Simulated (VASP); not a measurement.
A run of VASP 6.6.1:

File INCAR:

```
PREC = Accurate ; ENCUT = 500
EDIFF = 1E-6 ; ISMEAR = 0
SIGMA = 0.01 ; LREAL = F
LASPH = T ; NELM = 120
ALGO = Normal ; ISIF = 2
LWAVE = F ; LCHARG = F
GGA = PS ; NBANDS = 35
GGA_COMPAT = F
```

The input KPOINTS:

```
regular mesh
0
Gamma
  8 8 2
```

POSCAR

```
WS2
1.0
    3.1776318627      0.0000000000      0.0000000000
   -1.5888159314      2.7519099170      0.0000000000
    0.0000000000      0.0000000000     12.6409998949
W S
2 4
Direct
    0.3333333333      0.6666666667      0.2500000000
    0.6666666667      0.3333333333      0.7500000000
    0.3333333333      0.6666666667      0.6268995403
    0.6666666667      0.3333333333      0.1268995403
    0.3333333333      0.6666666667      0.8731004597
    0.6666666667      0.3333333333      0.3731004597
```

Potentials or basis: VASP PAW PBE potentials, release 64 (W_sv, S).

The run is started by

```bash
$ cat potpaw_PBE.64/W_sv/POTCAR potpaw_PBE.64/S/POTCAR > POTCAR
$ mpirun -np 1 vasp_std > vasp.out
```

Hardware: 1 thread of Intel(R) Xeon(R) Platinum 8488C (Sapphire Rapids), on a shared host.

Q: Estimate the wall time of this run.

A: Wall time 63 s on 1 thread of Intel(R) Xeon(R) Platinum 8488C (Sapphire Rapids), on a shared host, peak memory 0.25 GiB. Counts: scf iterations 15, k points 20.
